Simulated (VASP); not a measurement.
# Ba in VASP: a series of runs

The runs below take Ba through single point, with PBE.

All numbers are computed with VASP 6.6.1; they aren't measurements. Logs are shortened: lines on timing, memory, paths and dates and some standing lists are left out, and cuts for length are marked.

### Step 1. The cell of the first run

The typed cell holds 2 atoms: a = 4.345 Å, b = 4.345 Å, c = 7.114 Å, α = 90.00°, β = 90.00°, γ = 70.27°.

### Step 2. Single point, PBE

INCAR reads:

```
SYSTEM = Ba
PREC = Accurate
ENCUT = 520
EDIFF = 1E-7
ISMEAR = 0
SIGMA = 0.1
LREAL = .False.
LASPH = .True.
NELM = 60
ALGO = Fast
ISIF = 2
LWAVE = .False.
LCHARG = .True.
GGA = PE
LELF = .True.
LVHAR = .True.
NBANDS = 17
```

KPOINTS reads:

```
regular mesh
0
Gamma
  10 10 6
  0 0 0
```

POSCAR reads:

```
Ba
1.0
    3.5532828936     -2.5004792140      0.0000000000
    3.5532828936      2.5004792140      0.0000000000
    0.0000000000      0.0000000000      7.1135449504
Ba
2
Direct
    0.7498240038      0.2501759962      0.2500000000
    0.2501759962      0.7498240038      0.7500000000
```

Potentials or basis: VASP PAW PBE potentials, release 64 (Ba_sv).

Run with:

```sh
$ cat potpaw_PBE.64/Ba_sv/POTCAR > POTCAR
$ mpirun -np 1 vasp_std > vasp.out
```

OUTCAR:

```text
SYSTEM = Ba
   PREC = Accurate
   ENCUT = 520
   EDIFF = 1E-7
   ISMEAR = 0
   LREAL = .False.
   LASPH = .True.
   NELM = 60
   ISIF = 2
   GGA = PE

 ion  position               nearest neighbor table
   1  0.750  0.250  0.250-   2 4.35   2 4.35   2 4.35   2 4.35
   2  0.250  0.750  0.750-   1 4.35   1 4.35   1 4.35   1 4.35

  LATTYP: Found a base centered orthorhombic cell.
 ALAT       =     5.0009584280
 B/A-ratio  =     1.4210407644
 C/A-ratio  =     1.4224363295

  Lattice vectors:

 A1 = (  -3.5532828936,  -2.5004792140,   0.0000000000)
 A2 = (   3.5532828936,  -2.5004792140,   0.0000000000)
 A3 = (   0.0000000000,   0.0000000000,   7.1135449504)

Analysis of symmetry for initial positions (statically):
=====================================================================
 Subroutine PRICEL returns:
 Original cell was already a primitive cell.

 Routine SETGRP: Setting up the symmetry group for a
 base centered orthorhombic supercell.

 Subroutine GETGRP returns: Found  8 space group operations
 (whereof  4 operations were pure point group operations)
 out of a pool of  8 trial point group operations.

The static configuration has the point symmetry C_2h.
 The point group associated with its full space group is D_2h.

Analysis of symmetry for dynamics (positions and initial velocities):
=====================================================================
 Subroutine PRICEL returns:
 Original cell was already a primitive cell.

 Routine SETGRP: Setting up the symmetry group for a
 base centered orthorhombic supercell.

 Subroutine GETGRP returns: Found  8 space group operations
 (whereof  4 operations were pure point group operations)
 out of a pool of  8 trial point group operations.

The dynamic configuration has the point symmetry C_2h.
 The point group associated with its full space group is D_2h.

 Subroutine INISYM returns: Found  8 space group operations
 (whereof  4 operations are pure point group operations),
 and found     1 'primitive' translations

----------------------------------------------------------------------------------------

                                     Primitive cell

  volume of cell :     126.4064

  direct lattice vectors                    reciprocal lattice vectors
     3.553282894 -2.500479214  0.000000000     0.140714943 -0.199961670  0.000000000
     3.553282894  2.500479214  0.000000000     0.140714943  0.199961670  0.000000000
     0.000000000  0.000000000  7.113544950     0.000000000  0.000000000  0.140576886

  length of vectors
     4.344906860  4.344906860  7.113544950     0.244510459  0.244510459  0.140576886

  position of ions in fractional coordinates (direct lattice)
     0.749824004  0.250175996  0.250000000
     0.250175996  0.749824004  0.750000000

  ion indices of the primitive-cell ions
   primitive index   ion index
                 1           1
                 2           2

----------------------------------------------------------------------------------------

 KPOINTS: regular mesh

Automatic generation of k-mesh.
 Grid dimensions read from file:
 generate k-points for:   10   10    6

 Generating k-lattice:

  Cartesian coordinates                     Fractional coordinates (reciprocal lattice)
     0.014071494 -0.019996167  0.000000000     0.100000000  0.000000000  0.000000000
     0.014071494  0.019996167  0.000000000     0.000000000  0.100000000  0.000000000
     0.000000000  0.000000000  0.023429481     0.000000000  0.000000000  0.166666667

  Length of vectors
     0.024451046  0.024451046  0.023429481

  Shift w.r.t. Gamma in fractional coordinates (k-lattice)
     0.000000000  0.000000000  0.000000000

 Subroutine IBZKPT returns following result:
 ===========================================

 Found    124 irreducible k-points:

 Following reciprocal coordinates:
            Coordinates               Weight
  0.000000  0.000000  0.000000      1.000000
  0.100000  0.000000  0.000000      4.000000
  0.200000  0.000000  0.000000      4.000000
  0.300000  0.000000  0.000000      4.000000
  0.400000 -0.000000  0.000000      4.000000
  0.500000  0.000000  0.000000      2.000000
[... 16 lines left out ...]
  0.300000  0.300000  0.000000      2.000000
  0.400000  0.300000  0.000000      4.000000
 [... further k-points ...]
   k-points           NKPTS =    124   k-points in BZ     NKDIM =    124   number of bands    NBANDS=     17
   number of dos      NEDOS =    301   number of ions     NIONS =      2
   total plane-waves  NPLWV =  55296
   dimension x,y,z NGX =    32 NGY =   32 NGZ =   54
   dimension x,y,z NGXF=    64 NGYF=   64 NGZF=  108
   ions per type =               2
   NGX,Y,Z   is equivalent  to a cutoff of  12.24, 12.24, 12.62 a.u.
   NGXF,Y,Z  is equivalent  to a cutoff of  24.49, 24.49, 25.24 a.u.
 SYSTEM =  Ba
   PREC   = accura    normal or accurate (medium, high low for compatibility)
   ISTART =      0    job   : 0-new  1-cont  2-samecut
   ICHARG =      2    charge: 1-file 2-atom 10-const
   ISPIN  =      1    spin polarized calculation?
   LNONCOLLINEAR =      F non collinear calculations
   LSORBIT =      F    spin-orbit coupling
   LASPH  =      T    aspherical Exc in radial PAW
   ENCUT  =  520.0 eV  38.22 Ry    6.18 a.u.   8.08  8.08 13.23*2*pi/ulx,y,z
   NELM   =     60;   NELMIN=  2; NELMDL= -5     # of ELM steps
   EDIFF  = 0.1E-06   stopping-criterion for ELM
   LREAL  =      F    real-space projection
   EDIFFG = 0.1E-05   stopping-criterion for IOM
   NSW    =      0    number of steps for IOM
   IBRION =     -1    ionic relax: 0-MD 1-quasi-New 2-CG
   NFREE  =      0    steps in history (QN), initial steepest desc. (CG)
   ISIF   =      2    stress and relaxation
   ISYM   =      2    0-nonsym 1-usesym 2-fastsym
   POTIM  = 0.5000    time-step for ionic-motion
   TEBEG  =    0.0;   TEEND  =   0.0 temperature during run
   PSTRESS=    0.0 pullay stress
   NELECT =      20.0000    total number of electrons
   NUPDOWN=      -1.0000    fix difference up-down
   EMIN   =  10.00;   EMAX   =-10.00  energy-range for DOS
   EFERMI =   0.00;   METHOD = LEGACY
   ISMEAR =     0;   SIGMA  =   0.10  broadening in eV -4-tet -1-fermi 0-gaus
   EFERMI_NEDOS =   21; number of points for ismear=-14 and -15
   IALGO  =     68    algorithm
   IMIX   =      4    mixing-type and parameters
     AMIX     =   0.40;   BMIX     =  1.00
     AMIX_MAG =   1.60;   BMIX_MAG =  1.00
  volume/ion in A,a.u.               =      63.20       426.52
  Fermi-wavevector in a.u.,A,eV,Ry     =   0.885445  1.673249 10.667152  0.784014
  Thomas-Fermi vector in A             =   2.006480
   LORBIT       =      0    0 simple, 1 ext, 2 COOP (PROOUT), +10 PAW based schemes
   GGA     = PE    functional components
   LHFCALC =     F    Hartree Fock is set to
   AEXX    =    0.0000 exact exchange contribution
   IVDW    =     0    specifies the selected vdW correction
   LEPSILON=     F    determine dielectric tensor
   LRPA    =     F    only Hartree local field effects (RPA)
 non-spin polarized calculation
 RMM-DIIS sequential band-by-band and
 Gauss-broadening in eV      SIGMA  =   0.10
  energy-cutoff  :      520.00
  volume of cell :      126.41
 maximum number of plane-waves:      3444
   NGX = 17   NGY = 17   NGZ = 27

 number of electron      19.9999999 magnetization

 Free energy of the ion-electron system (eV)
  ---------------------------------------------------
  ext. energy  EPLUGINS =         0.00000000
  ---------------------------------------------------
  free energy    TOTEN  =        -3.82178918 eV

  energy without entropy =       -3.80966956  energy(sigma->0) =       -3.81572937

 E-fermi :   1.6209     XC(G=0):  -7.3987

 val. band max:        1.6107524846   @ k =   0.4000  -0.0000   0.0000
 cond. band min:       1.6333086221   @ k =  -0.4000   0.1000   0.0000
 fundamental gap:      0.0225561375
 Fermi energy:         1.6208633449

 k-point     1 :       0.0000    0.0000    0.0000
  band No.  band energies     occupation
      1     -27.2544      2.00000
      2     -27.2119      2.00000
      3     -12.6602      2.00000
      4     -12.3502      2.00000
      5     -12.2071      2.00000
      6     -12.2059      2.00000
[... 9 lines left out ...]
     16       4.8096      0.00000
     17       4.8746      0.00000

 k-point     2 :       0.1000    0.0000    0.0000
  band No.  band energies     occupation
      1     -27.2513      2.00000
      2     -27.2109      2.00000
      3     -12.6459      2.00000
      4     -12.3644      2.00000
      5     -12.2415      2.00000
      6     -12.2239      2.00000
[... 9 lines left out ...]
     16       4.6996      0.00000
     17       4.7656      0.00000

 k-point     3 :       0.2000    0.0000    0.0000
  band No.  band energies     occupation
      1     -27.2429      2.00000
      2     -27.2085      2.00000
      3     -12.6050      2.00000
      4     -12.4160      2.00000
      5     -12.3341      2.00000
      6     -12.2509      2.00000
[... 9 lines left out ...]
     16       4.4335      0.00000
     17       4.9232      0.00000

 k-point     4 :       0.3000    0.0000    0.0000
  band No.  band energies     occupation
      1     -27.2316      2.00000
      2     -27.2065      2.00000
      3     -12.5438      2.00000
      4     -12.4958      2.00000
      5     -12.4464      2.00000
      6     -12.2750      2.00000
[... 9 lines left out ...]
     16       4.7357      0.00000
     17       5.1985      0.00000
[... 343 lines left out ...]
      1     -27.2261      2.00000
      2     -27.2091      2.00000
      3     -12.5032      2.00000
      4     -12.4278      2.00000
      5     -12.3965      2.00000
      6     -12.3632      2.00000
[... 9 lines left out ...]
     16       4.1748      0.00000
     17       5.4610      0.00000

 k-point    23 :       0.3000    0.3000    0.0000
  band No.  band energies     occupation
      1     -27.2265      2.00000
      2     -27.1910      2.00000
      3     -12.5707      2.00000
      4     -12.5112      2.00000
      5     -12.4616      2.00000
      6     -12.4183      2.00000
[... 9 lines left out ...]
     16       4.6976      0.00000
     17       5.0172      0.00000

 k-point    24 :       0.4000    0.3000    0.0000
  band No.  band energies     occupation
      1     -27.2198      2.00000
      2     -27.1877      2.00000
      3     -12.5713      2.00000
      4     -12.5425      2.00000
      5     -12.5139      2.00000
      6     -12.4295      2.00000
[... 9 lines left out ...]
     16       4.9770      0.00000
     17       5.2306      0.00000

 [... further k-points ...]
[... 5 lines left out ...]
  --------------------------------------------------------------------------------------
  -------------------------------------------------------------------------------------
  Total        0.0377478      0.0671732      0.0408392      0.0000000      0.0000000      0.0000000
  in kB        0.4784467      0.8514071      0.5176287      0.0000000      0.0000000      0.0000000
  external PRESSURE =       0.6158275 kB  Pullay stress =       0.0000000 kB

 VOLUME and BASIS-vectors are now :
 -----------------------------------------------------------------------------
  energy-cutoff  :      520.00
  volume of cell :      126.41
      direct lattice vectors                 reciprocal lattice vectors
     3.553282894 -2.500479214  0.000000000     0.140714943 -0.199961670  0.000000000
     3.553282894  2.500479214  0.000000000     0.140714943  0.199961670  0.000000000
     0.000000000  0.000000000  7.113544950     0.000000000  0.000000000  0.140576886

 POSITION                                       TOTAL-FORCE (eV/Angst)
 -----------------------------------------------------------------------------------
      3.55328     -1.24936      1.77839         0.000000     -0.001199      0.000000
      3.55328      1.24936      5.33516         0.000000      0.001199     -0.000000
 -----------------------------------------------------------------------------------
    total drift:                               -0.000000     -0.000000     -0.000000

  FREE ENERGIE OF THE ION-ELECTRON SYSTEM (eV)
  ---------------------------------------------------
  free  energy   TOTEN  =        -3.8217891765 eV

  energy  without entropy=       -3.8096695625  energy(sigma->0) =       -3.81572937
```

Wall time 3.1 min (1 thread of Intel Xeon 8259CL, shared host); peak memory 0.38 GiB.

Results:

```yaml
Free_energy: -3.8218 eV
Pressure: 0.1 GPa
Band_gap_on_the_k_mesh: zero (bands 10 and 11 overlap by 0.95 eV)
```

Caveat: spin-orbit coupling is left out, which moves the levels of the heavy elements.

### Step 3. Single point, PBE (biaxial strain in the a-b plane: -3.0 %, then relaxed in part)

INCAR reads:

```
PREC = Accurate
ENCUT = 520
EDIFF = 1E-7
ISMEAR = 0
SIGMA = 0.1
LREAL = False
LASPH = True
NELM = 100
ALGO = Fast
ISIF = 2
LWAVE = False
LCHARG = False
GGA = PE
NBANDS = 28
```

KPOINTS reads:

```
regular mesh
0
Gamma
  6 8 6
```

POSCAR reads:

```
Ba
1.0
    6.8933688137      0.0000000000      0.0000000000
    0.0000000000      4.8509296752      0.0000000000
    0.0000000000      0.0000000000      7.1643062585
Ba
4
Direct
    0.5000000000      0.7500064105      0.2500000000
    0.5000000000      0.2499935895      0.7500000000
    0.0000000000      0.2500064105      0.2500000000
    0.0000000000      0.7499935895      0.7500000000
```

Potentials or basis: VASP PAW PBE potentials, release 64 (Ba_sv).

Run with:

```sh
$ cat potpaw_PBE.64/Ba_sv/POTCAR > POTCAR
$ mpirun -np 1 vasp_std > vasp.out
```

Wall time 11 min (1 thread of Intel Xeon 8259CL, shared host); peak memory 0.58 GiB.

It converged, with:

```
Free energy            : -7.6081 eV
Pressure               : 0.6 GPa
Band gap on the k mesh : zero (bands 20 and 21 overlap by 1.07 eV)
```

Stress tensor (GPa, compression positive):
```
0.99 0.00 0.00
0.00 0.70 0.00
0.00 0.00 0.06
```

Levels at points of the mesh, in eV from the Fermi level:
```csv
k point,band 16,band 17,band 18,band 19,band 20,band 21,band 22,band 23,band 24,band 25
"(0.00, 0.00, 0.00)",-13.70,-2.76,-0.95,-0.90,-0.62,-0.59,0.76,0.84,1.24,1.50
"(0.50, 0.00, 0.00)",-13.72,-1.68,-1.68,-0.21,-0.21,0.13,0.13,1.25,1.25,1.36
"(0.00, 0.50, 0.00)",-13.88,-0.78,-0.78,0.48,0.48,0.63,0.63,0.63,0.63,0.77
"(0.50, 0.50, 0.00)",-13.75,-0.38,-0.38,-0.38,-0.38,0.43,0.43,0.43,0.43,0.94
"(0.00, 0.00, 0.50)",-13.70,-1.76,-1.76,-0.31,-0.31,0.19,0.19,1.09,1.09,1.21
"(0.50, 0.00, 0.50)",-13.88,-0.86,-0.86,-0.86,-0.86,0.73,0.73,0.73,0.73,1.93
"(0.00, 0.50, 0.50)",-13.79,-0.40,-0.40,-0.40,-0.40,0.57,0.57,0.57,0.57,0.93
"(0.50, 0.50, 0.50)",-13.72,-0.91,-0.91,-0.91,-0.91,0.64,0.64,0.64,0.64,1.45
```

Caveat: the cell differs from its parent crystal (biaxial strain in the a-b plane: -3.0 %, then relaxed in part); spin-orbit coupling is left out, which moves the levels of the heavy elements.

The gap in the log of VASP goes by the Fermi energy; the results here count the filled bands.